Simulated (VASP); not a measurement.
Wanted: the native input for a VASP 6.6.1 run.

| Quantity | Value |
| --- | --- |
| Task | single point |
| Functional | PBE |
| Potentials or basis | VASP PAW PBE potentials, release 64 (Co, Si) |
| Cutoff | 520 eV |
| k mesh | 15 × 15 × 15 |
| Occupations | fermi-dirac, width 0.05 eV |
| Spin | no spin polarisation |
| Dipole correction | no |
| Further INCAR settings | ALGO = Normal; EDIFF = 1e-06; NBANDS = 14 |

The structure of CoSi (zincblende type) lies in POSCAR:

```
CoSi
1.0
    0.0000000000      2.0897465736      2.0897465736
    2.0897465736      0.0000000000      2.0897465736
    2.0897465736      2.0897465736      0.0000000000
Co Si
1 1
Direct
    0.0000000000      0.0000000000      0.0000000000
    0.2500000000      0.2500000000      0.2500000000
```

The input as run:

INCAR

```
SYSTEM = CoSi
PREC     = Accurate       ! precision mode
ENCUT    = 520            ! plane-wave cutoff, eV
EDIFF    = 1E-6           ! SCF threshold, eV
ISMEAR   = -1             ! smearing method
SIGMA    = 0.05           ! smearing width, eV
LREAL    = .False.        ! projectors in reciprocal space
LASPH    = .True.         ! aspherical terms in the spheres
NELM     = 80             ! most SCF steps
ALGO     = Normal         ! electronic algorithm
ISIF     = 2              ! what is computed and relaxed
LWAVE    = .False.        ! write WAVECAR
LCHARG   = .True.         ! write CHGCAR
GGA      = PE             ! functional
LELF     = .True.         ! ELF
LVHAR    = .True.       
NBANDS   = 14             ! bands
```

KPOINTS

```
Automatic mesh
0
Gamma
  15 15 15
  0 0 0
```

Potentials or basis: VASP PAW PBE potentials, release 64 (Co, Si).

Command:

```sh
$ cat potpaw_PBE.64/Co/POTCAR potpaw_PBE.64/Si/POTCAR > POTCAR
$ mpirun -np 1 vasp_std > vasp.out
```

It gave:

```yaml
Pressure: 213.5 GPa
Band_gap_on_the_k_mesh: zero (an odd number of electrons rules out a gap without spin polarisation)
```

Caveat: the cell stands under pressure; the run has no spin polarisation, though such a crystal can be magnetic.

Wall time 19 s on 1 thread of Intel Xeon 8259CL, on a shared host, peak memory 0.16 GiB.
